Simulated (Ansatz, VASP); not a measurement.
**BN: VASP beside Ansatz**

The input POSCAR:

```
BN
1.0
    2.5821260212      0.0000000000      0.0000000000
   -1.2910630106      2.2361867302      0.0000000000
    0.0000000000      0.0000000000      4.2708611086
B N
2 2
Direct
    0.6666666667      0.3333333333      0.9997995909
    0.3333333333      0.6666666667      0.4997995909
    0.6666666667      0.3333333333      0.6252004091
    0.3333333333      0.6666666667      0.1252004091
```

INCAR.step1

```
PREC     = Accurate       # precision mode
ENCUT    = 520            # plane-wave cutoff, eV
ISMEAR   = 0              # smearing method
SIGMA    = 0.05           # smearing width, eV
LREAL    = False          # projectors in reciprocal space
LASPH    = True           # aspherical terms in the spheres
NELM     = 80             # most SCF steps
NBANDS   = 16             # bands
GGA      = PE             # functional
ALGO     = Normal         # electronic algorithm
EDIFF    = 1E-4           # SCF threshold, eV
LWAVE    = True           # write WAVECAR
LCHARG   = False          # write CHGCAR
```

Contents of INCAR.step2:

```
PREC     = Accurate       # precision mode
ENCUT    = 520            # plane-wave cutoff, eV
EDIFF    = 1E-7           # SCF threshold, eV
ISMEAR   = 0              # smearing method
SIGMA    = 0.05           # smearing width, eV
LREAL    = False          # projectors in reciprocal space
LASPH    = True           # aspherical terms in the spheres
NELM     = 80             # most SCF steps
ALGO     = Normal         # electronic algorithm
ISIF     = 2              # what is computed and relaxed
LWAVE    = False          # write WAVECAR
LCHARG   = True           # write CHGCAR
METAGGA  = R2SCAN         # meta-GGA
LMIXTAU  = True         
LELF     = True           # ELF
LVHAR    = True         
NBANDS   = 16             # bands
ISTART   = 1
```

The input KPOINTS:

```
regular mesh
0
Gamma
  12 12 6
```

Input for Ansatz:

```yaml
crystal:
  lattice:
    - [2.5821260212, 0.0, 0.0]
    - [-1.2910630106, 2.2361867302, 0.0]
    - [0.0, 0.0, 4.2708611086]
  atoms:
    - { symbol: B, position: [0.6666666667, 0.3333333333, 0.9997995909] }
    - { symbol: B, position: [0.3333333333, 0.6666666667, 0.4997995909] }
    - { symbol: "N", position: [0.6666666667, 0.3333333333, 0.6252004091] }
    - { symbol: "N", position: [0.3333333333, 0.6666666667, 0.1252004091] }
basis:
  ecutwfc: 500
kpoints:
  mp_grid: { grid: [12, 12, 6] }
hamiltonian:
  xc: r2scan
scf:
  occupations: { method: gaussian, width: 0.05 }
output:
  forces: true
  stress: true
  eigenvalues: true
```

Change from the starting cell: strain +0.015 along x and y, +0.015 along z, atoms carried along.

Alike in both runs: task single point; functional r2SCAN; k mesh 12 × 12 × 6; occupations gaussian, width 0.05 eV; no spin polarisation.

|  | VASP | Ansatz |
| --- | --- | --- |
| version | VASP 6.6.1 | Ansatz 0.2.0 |
| potentials or method | VASP PAW PBE potentials, release 64 (B, N), cutoff 520 eV | scalar-relativistic, plane waves, PAW |
| valence electrons in the cell | 16 | 16 |

Ansatz gave:

- gap on the k mesh at the Fermi level (eV): 5.80
- least direct gap on the mesh (eV): 8.76
- pressure (GPa): -16.1
- traceless stress, the component that is largest in VASP (GPa): -0.11
- rms of the force components (eV/Å): 0.019

**Question.** Estimate VASP's values.

**Answer.** gap on the k mesh at the Fermi level (eV): 5.77; least direct gap on the mesh (eV): 8.74; pressure (GPa): -15.2; traceless stress, the component that is largest in VASP (GPa): -0.12; rms of the force components (eV/Å): 0.017.

VASP's potentials were made for PBE, not for r2SCAN. Atom by atom the forces differ by 0.002 eV/Å (rms over components).
